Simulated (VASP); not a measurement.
Be2Se: single point with PBE

Crystal: Be2Se.

```
Be Se
1.0
     3.40922    0.00000    0.00000
    -1.70461    2.95247    0.00000
     0.00000    0.00000    4.56641
Be Se
2 1
Direct
  0.33333 0.66667 0.68130
  0.66667 0.33333 0.39176
  0.33333 0.66667 0.17694
```

```
Program                : VASP 6.6.1
Task                   : single point
Functional             : PBE
Potentials or basis    : VASP PAW PBE potentials, release 64 (Be, Se)
Cutoff                 : 520 eV
k mesh                 : 18 × 18 × 10
Occupations            : gaussian, width 0.1 eV
Spin                   : no spin polarisation
Dipole correction      : no
Further INCAR settings : ALGO = Normal; EDIFF = 1e-06; NBANDS = 12
```

* Pressure: 0.2 GPa
* Largest force: 0.019 eV/Å
* Band gap on the k mesh: zero (bands 5 and 6 overlap by 1.64 eV)

Forces on the atoms (eV/Å):
```
Be   0.000  0.000  0.000
Be   0.000  0.000  0.019
Se   0.000  0.000 -0.019
```

Levels at points of the mesh, in eV from the Fermi level:
| k point | band 2 | band 3 | band 4 | band 5 | band 6 | band 7 | band 8 | band 9 |
| --- | --- | --- | --- | --- | --- | --- | --- | --- |
| (0.00, 0.00, 0.00) | -6.42 | -3.87 | -1.59 | -1.59 | 4.07 | 4.73 | 4.73 | 6.68 |
| (0.50, 0.00, 0.00) | -7.23 | -5.25 | -3.32 | -0.96 | 0.03 | 3.21 | 3.42 | 4.80 |
| (0.00, 0.00, 0.50) | -8.06 | -1.33 | -1.33 | 0.81 | 2.92 | 4.08 | 4.08 | 4.57 |
| (0.50, 0.00, 0.50) | -6.85 | -6.02 | -3.03 | -2.63 | 2.60 | 3.34 | 3.42 | 4.89 |

It took 84 s on 1 thread of Intel(R) Xeon(R) 6975P-C (Granite Rapids) (shared host), peak memory 0.31 GiB.
